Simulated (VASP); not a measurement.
Set up this calculation in VASP 6.6.1, as the native input.

```yaml
Task: single point
Functional: r2SCAN
Potentials_or_basis: VASP PAW PBE potentials, release 64 (B, P)
Cutoff: 520 eV
k_mesh: 8 × 8 × 8
Occupations: fermi-dirac, width 0.02 eV
Spin: no spin polarisation
Dipole_correction: no
Further_INCAR_settings: ALGO = Normal; EDIFF = 1e-06; NBANDS = 11
```

BP:

```
B P
1.0
     0.00000    2.25377    2.25377
     2.25377    0.00000    2.25377
     2.25377    2.25377    0.00000
B P
1 1
Direct
  0.00000 0.00000 0.00000
  0.25000 0.25000 0.25000
```

The input as run:

POSCAR

```
BP
1.0
    0.0000000000      2.2537713532      2.2537713532
    2.2537713532      0.0000000000      2.2537713532
    2.2537713532      2.2537713532      0.0000000000
B P
1 1
Direct
    0.0000000000      0.0000000000      0.0000000000
    0.2500000000      0.2500000000      0.2500000000
```

INCAR.step1

```
PREC     = Accurate       # precision mode
ENCUT    = 520            # plane-wave cutoff, eV
ISMEAR   = -1             # smearing method
SIGMA    = 0.02           # smearing width, eV
LREAL    = False          # projectors in reciprocal space
LASPH    = True           # aspherical terms in the spheres
NELM     = 100            # most SCF steps
NBANDS   = 11             # bands
GGA      = PE             # functional
ALGO     = Normal         # electronic algorithm
EDIFF    = 1E-4           # SCF threshold, eV
LWAVE    = True           # write WAVECAR
LCHARG   = False          # write CHGCAR
```

INCAR.step2

```
PREC     = Accurate       # precision mode
ENCUT    = 520            # plane-wave cutoff, eV
EDIFF    = 1E-6           # SCF threshold, eV
ISMEAR   = -1             # smearing method
SIGMA    = 0.02           # smearing width, eV
LREAL    = False          # projectors in reciprocal space
LASPH    = True           # aspherical terms in the spheres
NELM     = 100            # most SCF steps
ALGO     = Normal         # electronic algorithm
ISIF     = 2              # what is computed and relaxed
LWAVE    = False          # write WAVECAR
LCHARG   = False          # write CHGCAR
METAGGA  = R2SCAN         # meta-GGA
LMIXTAU  = True         
NBANDS   = 11             # bands
ISTART   = 1
```

KPOINTS

```
Automatic mesh
0
Gamma
  8 8 8
```

Potentials or basis: VASP PAW PBE potentials, release 64 (B, P).

Launch:

```console
$ cat potpaw_PBE.64/B/POTCAR potpaw_PBE.64/P/POTCAR > POTCAR
$ cp INCAR.step1 INCAR
$ mpirun -np 1 vasp_std > vasp.out
$ cp INCAR.step2 INCAR
$ mpirun -np 1 vasp_std > vasp.out
```

Results of the run:

```yaml
Pressure: 2.9 GPa
Band_gap_on_the_k_mesh: 1.45 eV, indirect (least direct gap 3.67 eV)
```

Caveat: the PAW data sets were made with another functional, which shifts forces and pressure a little.

Wall time 10 s on 1 thread of Intel(R) Xeon(R) 6975P-C (Granite Rapids), with other jobs on the host, peak memory 0.13 GiB.
